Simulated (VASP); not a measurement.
# BAs (F-43m) in VASP: notebook

The runs below take BAs through single point, with PBE.

All numbers are computed with VASP 6.6.1; they aren't measurements. Logs are shortened: lines on timing, memory, paths and dates and some standing lists are left out, and cuts for length are marked.

## (1) The cell of the first run

The structure is cubic, space group F-43m (No. 216). Conventional cell: a = 4.389 Å, b = 4.389 Å, c = 4.389 Å, α = 90.00°, β = 90.00°, γ = 90.00°. B (site symmetry -43m) has 4 As at 1.90 Å within 2.5 Å. As (site symmetry -43m) has 4 B at 1.90 Å within 2.5 Å.

## (2) Single point, PBE (N replaced by As, lengths x 1.186, strained)

INCAR

```
ALGO     = Normal         # electronic algorithm
EDIFF    = 1E-6           # SCF threshold, eV
ENCUT    = 500            # plane-wave cutoff, eV
GGA      = PE             # functional
GGA_COMPAT= False        
ISIF     = 2              # what is computed and relaxed
ISMEAR   = 0              # smearing method
LASPH    = True           # aspherical terms in the spheres
LCHARG   = True           # write CHGCAR
LELF     = True           # ELF
LREAL    = False          # projectors in reciprocal space
LVHAR    = True         
LWAVE    = False          # write WAVECAR
NBANDS   = 11             # bands
NELM     = 120            # most SCF steps
PREC     = Accurate       # precision mode
SIGMA    = 0.1            # smearing width, eV
```

KPOINTS

```
k-points
0
Gamma
  8 8 8
```

POSCAR

```
BAs
1.0
    0.0000000000      2.1942845613      2.1942845613
    2.1942845613      0.0000000000      2.1942845613
    2.1942845613      2.1942845613      0.0000000000
B As
1 1
Direct
    0.0000000000      0.0000000000      0.0000000000
    0.7500000000      0.7500000000      0.7500000000
```

Potentials or basis: VASP PAW PBE potentials, release 64 (B, As).

Launch:

```
> cat potpaw_PBE.64/B/POTCAR potpaw_PBE.64/As/POTCAR > POTCAR
> mpirun -np 1 vasp_std > vasp.out
```

OUTCAR:

```text
EDIFF = 1E-6
   ENCUT = 500
   GGA = PE
   ISIF = 2
   ISMEAR = 0
   LASPH = True
   LREAL = False
   NELM = 120
   PREC = Accurate

 ion  position               nearest neighbor table
   1  0.000  0.000  0.000-   2 1.90   2 1.90   2 1.90   2 1.90
   2  0.750  0.750  0.750-   1 1.90   1 1.90   1 1.90   1 1.90

  LATTYP: Found a face centered cubic cell.
 ALAT       =     4.3885691226

  Lattice vectors:

 A1 = (   0.0000000000,   2.1942845613,   2.1942845613)
 A2 = (   2.1942845613,   0.0000000000,   2.1942845613)
 A3 = (   2.1942845613,   2.1942845613,   0.0000000000)

Analysis of symmetry for initial positions (statically):
=====================================================================
 Subroutine PRICEL returns:
 Original cell was already a primitive cell.

 Routine SETGRP: Setting up the symmetry group for a
 face centered cubic supercell.

 Subroutine GETGRP returns: Found 24 space group operations
 (whereof 24 operations were pure point group operations)
 out of a pool of 48 trial point group operations.

The static configuration has the point symmetry T_d .

Analysis of symmetry for dynamics (positions and initial velocities):
=====================================================================
 Subroutine PRICEL returns:
 Original cell was already a primitive cell.

 Routine SETGRP: Setting up the symmetry group for a
 face centered cubic supercell.

 Subroutine GETGRP returns: Found 24 space group operations
 (whereof 24 operations were pure point group operations)
 out of a pool of 48 trial point group operations.

The dynamic configuration has the point symmetry T_d .

 Subroutine INISYM returns: Found 24 space group operations
 (whereof 24 operations are pure point group operations),
 and found     1 'primitive' translations

----------------------------------------------------------------------------------------

                                     Primitive cell

  volume of cell :      21.1305

  direct lattice vectors                    reciprocal lattice vectors
     0.000000000  2.194284561  2.194284561    -0.227864703  0.227864703  0.227864703
     2.194284561  0.000000000  2.194284561     0.227864703 -0.227864703  0.227864703
     2.194284561  2.194284561  0.000000000     0.227864703  0.227864703 -0.227864703

  length of vectors
     3.103186986  3.103186986  3.103186986     0.394673243  0.394673243  0.394673243

  position of ions in fractional coordinates (direct lattice)
     0.000000000  0.000000000  0.000000000
     0.750000000  0.750000000  0.750000000

  ion indices of the primitive-cell ions
   primitive index   ion index
                 1           1
                 2           2

----------------------------------------------------------------------------------------

 KPOINTS: k-points

Automatic generation of k-mesh.
 Grid dimensions read from file:
 generate k-points for:    8    8    8

 Generating k-lattice:

  Cartesian coordinates                     Fractional coordinates (reciprocal lattice)
    -0.028483088  0.028483088  0.028483088     0.125000000  0.000000000  0.000000000
     0.028483088 -0.028483088  0.028483088     0.000000000  0.125000000  0.000000000
     0.028483088  0.028483088 -0.028483088     0.000000000  0.000000000  0.125000000

  Length of vectors
     0.049334155  0.049334155  0.049334155

  Shift w.r.t. Gamma in fractional coordinates (k-lattice)
     0.000000000  0.000000000  0.000000000

 Subroutine IBZKPT returns following result:
 ===========================================

 Found     29 irreducible k-points:

 Following reciprocal coordinates:
            Coordinates               Weight
  0.000000  0.000000  0.000000      1.000000
  0.125000  0.000000  0.000000      8.000000
  0.250000  0.000000  0.000000      8.000000
  0.375000  0.000000  0.000000      8.000000
  0.500000  0.000000  0.000000      4.000000
  0.125000  0.125000  0.000000      6.000000
[... 16 lines left out ...]
  0.500000  0.250000  0.125000     48.000000
 -0.375000  0.250000  0.125000     24.000000
 [... further k-points ...]
   k-points           NKPTS =     29   k-points in BZ     NKDIM =     29   number of bands    NBANDS=     11
   number of dos      NEDOS =    301   number of ions     NIONS =      2
   total plane-waves  NPLWV =  13824
   dimension x,y,z NGX =    24 NGY =   24 NGZ =   24
   dimension x,y,z NGXF=    48 NGYF=   48 NGZF=   48
   ions per type =               1   1
   NGX,Y,Z   is equivalent  to a cutoff of  12.86, 12.86, 12.86 a.u.
   NGXF,Y,Z  is equivalent  to a cutoff of  25.71, 25.71, 25.71 a.u.
 SYSTEM =  unknown system
   PREC   = accura    normal or accurate (medium, high low for compatibility)
   ISTART =      0    job   : 0-new  1-cont  2-samecut
   ICHARG =      2    charge: 1-file 2-atom 10-const
   ISPIN  =      1    spin polarized calculation?
   LNONCOLLINEAR =      F non collinear calculations
   LSORBIT =      F    spin-orbit coupling
   LASPH  =      T    aspherical Exc in radial PAW
   ENCUT  =  500.0 eV  36.75 Ry    6.06 a.u.   5.66  5.66  5.66*2*pi/ulx,y,z
   NELM   =    120;   NELMIN=  2; NELMDL= -5     # of ELM steps
   EDIFF  = 0.1E-05   stopping-criterion for ELM
   LREAL  =      F    real-space projection
   EDIFFG = 0.1E-04   stopping-criterion for IOM
   NSW    =      0    number of steps for IOM
   IBRION =     -1    ionic relax: 0-MD 1-quasi-New 2-CG
   NFREE  =      0    steps in history (QN), initial steepest desc. (CG)
   ISIF   =      2    stress and relaxation
   ISYM   =      2    0-nonsym 1-usesym 2-fastsym
   POTIM  = 0.5000    time-step for ionic-motion
   TEBEG  =    0.0;   TEEND  =   0.0 temperature during run
   PSTRESS=    0.0 pullay stress
   NELECT =       8.0000    total number of electrons
   NUPDOWN=      -1.0000    fix difference up-down
   EMIN   =  10.00;   EMAX   =-10.00  energy-range for DOS
   EFERMI =   0.00;   METHOD = LEGACY
   ISMEAR =     0;   SIGMA  =   0.10  broadening in eV -4-tet -1-fermi 0-gaus
   EFERMI_NEDOS =   21; number of points for ismear=-14 and -15
   IALGO  =     38    algorithm
   IMIX   =      4    mixing-type and parameters
     AMIX     =   0.40;   BMIX     =  1.00
     AMIX_MAG =   1.60;   BMIX_MAG =  1.00
  volume/ion in A,a.u.               =      10.57        71.30
  Fermi-wavevector in a.u.,A,eV,Ry     =   1.184319  2.238038 19.083675  1.402611
  Thomas-Fermi vector in A             =   2.320535
   LORBIT       =      0    0 simple, 1 ext, 2 COOP (PROOUT), +10 PAW based schemes
   GGA     = PE    functional components
   LHFCALC =     F    Hartree Fock is set to
   AEXX    =    0.0000 exact exchange contribution
   IVDW    =     0    specifies the selected vdW correction
   LEPSILON=     F    determine dielectric tensor
   LRPA    =     F    only Hartree local field effects (RPA)
 non-spin polarized calculation
 Gauss-broadening in eV      SIGMA  =   0.10
  energy-cutoff  :      500.00
  volume of cell :       21.13
 maximum number of plane-waves:       546
   NGX = 11   NGY = 11   NGZ = 11

 number of electron       7.9999999 magnetization

 Free energy of the ion-electron system (eV)
  ---------------------------------------------------
  ext. energy  EPLUGINS =         0.00000000
  ---------------------------------------------------
  free energy    TOTEN  =       -10.31938164 eV

  energy without entropy =      -10.31938164  energy(sigma->0) =      -10.31938164

 E-fermi :   9.7291     XC(G=0): -11.7200

 val. band max:        9.2520085719   @ k =   0.0000   0.0000   0.0000
 cond. band min:      10.1779907828   @ k =   0.3750   0.3750   0.0000
 fundamental gap:      0.9259822109
 Fermi energy:         9.7291296461

 k-point     1 :       0.0000    0.0000    0.0000
  band No.  band energies     occupation
      1      -8.7427      2.00000
      2       9.2520      2.00000
      3       9.2520      2.00000
      4       9.2520      2.00000
      5      12.9194      0.00000
      6      12.9194      0.00000
      7      12.9194      0.00000
      8      17.2751      0.00000
      9      20.3925      0.00000
     10      23.3270      0.00000
     11      23.3270      0.00000

 k-point     2 :       0.1250    0.0000    0.0000
  band No.  band energies     occupation
      1      -8.4232      2.00000
      2       6.9673      2.00000
      3       8.6803      2.00000
      4       8.6803      2.00000
      5      13.5726      0.00000
      6      13.6570      0.00000
      7      13.6570      0.00000
      8      17.8716      0.00000
      9      21.5509      0.00000
     10      21.5509      0.00000
     11      21.6455      0.00000

 k-point     3 :       0.2500    0.0000    0.0000
  band No.  band energies     occupation
      1      -7.4801      2.00000
      2       3.3812      2.00000
      3       7.7903      2.00000
      4       7.7903      2.00000
      5      13.7206      0.00000
      6      14.5143      0.00000
      7      14.5143      0.00000
      8      18.7129      0.00000
      9      21.1979      0.00000
     10      21.1979      0.00000
     11      22.3016      0.00000

 k-point     4 :       0.3750    0.0000    0.0000
  band No.  band energies     occupation
      1      -6.0094      2.00000
      2       0.1397      2.00000
      3       7.1798      2.00000
      4       7.1798      2.00000
      5      13.6495      0.00000
      6      14.4598      0.00000
      7      14.4598      0.00000
      8      18.6540      0.00000
      9      23.2616      0.00000
     10      23.2616      0.00000
     11      23.2727      0.00000
[... 239 lines left out ...]
 k-point    22 :       0.3750    0.2500    0.1250
  band No.  band energies     occupation
      1      -6.6508      2.00000
      2       3.3993      2.00000
      3       4.4594      2.00000
      4       6.7356      2.00000
      5      12.7681      0.00000
      6      15.2640      0.00000
      7      16.1392      0.00000
      8      17.8854      0.00000
      9      21.4689      0.00000
     10      24.3111      0.00000
     11      26.4329      0.00000

 k-point    23 :       0.5000    0.2500    0.1250
  band No.  band energies     occupation
      1      -5.2141      2.00000
      2       0.7616      2.00000
      3       3.7616      2.00000
      4       5.7278      2.00000
      5      13.3692      0.00000
      6      15.1406      0.00000
      7      16.9300      0.00000
      8      18.8137      0.00000
      9      22.1845      0.00000
     10      24.5748      0.00000
     11      27.0254      0.00000

 k-point    24 :      -0.3750    0.2500    0.1250
  band No.  band energies     occupation
      1      -4.0879      2.00000
      2      -0.8938      2.00000
      3       3.7057      2.00000
      4       5.2404      2.00000
      5      13.3866      0.00000
      6      14.9127      0.00000
      7      18.2631      0.00000
      8      19.7694      0.00000
      9      21.0227      0.00000
     10      25.0899      0.00000
     11      26.5368      0.00000

 [... further k-points ...]
[... 5 lines left out ...]
  --------------------------------------------------------------------------------------
  -------------------------------------------------------------------------------------
  Total        8.5568114      8.5568114      8.5568114      0.0000000     -0.0000000     -0.0000000
  in kB      648.8042796    648.8042796    648.8042796      0.0000000     -0.0000000     -0.0000000
  external PRESSURE =     648.8042796 kB  Pullay stress =       0.0000000 kB

 VOLUME and BASIS-vectors are now :
 -----------------------------------------------------------------------------
  energy-cutoff  :      500.00
  volume of cell :       21.13
      direct lattice vectors                 reciprocal lattice vectors
     0.000000000  2.194284561  2.194284561    -0.227864703  0.227864703  0.227864703
     2.194284561  0.000000000  2.194284561     0.227864703 -0.227864703  0.227864703
     2.194284561  2.194284561  0.000000000     0.227864703  0.227864703 -0.227864703

 POSITION                                       TOTAL-FORCE (eV/Angst)
 -----------------------------------------------------------------------------------
      0.00000      0.00000      0.00000         0.000000      0.000000      0.000000
      3.29143      3.29143      3.29143        -0.000000     -0.000000     -0.000000
 -----------------------------------------------------------------------------------
    total drift:                                0.000000      0.000000      0.000000

  FREE ENERGIE OF THE ION-ELECTRON SYSTEM (eV)
  ---------------------------------------------------
  free  energy   TOTEN  =       -10.3193816404 eV

  energy  without entropy=      -10.3193816404  energy(sigma->0) =      -10.31938164
```

It took 14 s on 1 thread of Intel Xeon 8259CL, shared host; peak memory 0.14 GiB.

What came out:

```
Free energy            : -10.3194 eV
Pressure               : 64.9 GPa
Band gap on the k mesh : 0.93 eV, indirect (least direct gap 3.67 eV)
```

Levels at points of the mesh, in eV from the valence-band top:
| k point | band 2 | band 3 | band 4 | band 5 | band 6 | band 7 |
| --- | --- | --- | --- | --- | --- | --- |
| (0.00, 0.00, 0.00) | 0.00 | 0.00 | 0.00 | 3.67 | 3.67 | 3.67 |
| (0.50, 0.00, 0.00) | -10.90 | -2.28 | -2.28 | 4.37 | 5.04 | 5.04 |
| (0.50, 0.50, 0.00) | -10.11 | -5.25 | -5.25 | 1.03 | 1.18 | 13.97 |

Caveat: the cell differs from its parent crystal (N replaced by As, lengths x 1.186, strained). A k mesh can miss the band edges.

## (3) Single point, PBE (N replaced by As, lengths x 1.186, strained)

INCAR

```
SYSTEM = BAs
PREC     = Accurate       ! precision mode
ENCUT    = 500            ! plane-wave cutoff, eV
EDIFF    = 1E-6           ! SCF threshold, eV
ISMEAR   = 0              ! smearing method
SIGMA    = 0.02           ! smearing width, eV
LREAL    = .False.        ! projectors in reciprocal space
LASPH    = .True.         ! aspherical terms in the spheres
NELM     = 120            ! most SCF steps
ALGO     = Normal         ! electronic algorithm
ISIF     = 2              ! what is computed and relaxed
LWAVE    = .False.        ! write WAVECAR
LCHARG   = .True.         ! write CHGCAR
GGA      = PE             ! functional
LELF     = .True.         ! ELF
LVHAR    = .True.       
NBANDS   = 11             ! bands
GGA_COMPAT= .False.
```

KPOINTS

```
Automatic mesh
0
Gamma
  10 10 10
  0 0 0
```

POSCAR is that of step 2.

Potentials or basis: VASP PAW PBE potentials, release 64 (B, As).

Launch:

```
> cat potpaw_PBE.64/B/POTCAR potpaw_PBE.64/As/POTCAR > POTCAR
> mpirun -np 1 vasp_std > vasp.out
```

Run time: 18 s. Hardware: 1 thread of Intel Xeon 8259CL, shared host; peak memory 0.14 GiB.

Results (log left out):

```
Free energy            : -10.3219 eV
Pressure               : 64.9 GPa
Band gap on the k mesh : 0.89 eV, indirect (least direct gap 3.67 eV)
```

Levels at points of the mesh, in eV from the valence-band top:
| k point | band 2 | band 3 | band 4 | band 5 | band 6 | band 7 |
| --- | --- | --- | --- | --- | --- | --- |
| (0.00, 0.00, 0.00) | 0.00 | 0.00 | 0.00 | 3.67 | 3.67 | 3.67 |
| (0.50, 0.00, 0.00) | -10.90 | -2.28 | -2.28 | 4.37 | 5.04 | 5.04 |
| (0.50, 0.50, 0.00) | -10.11 | -5.25 | -5.25 | 1.03 | 1.18 | 13.97 |

Caveat: the cell differs from its parent crystal (N replaced by As, lengths x 1.186, strained). A k mesh can miss the band edges.
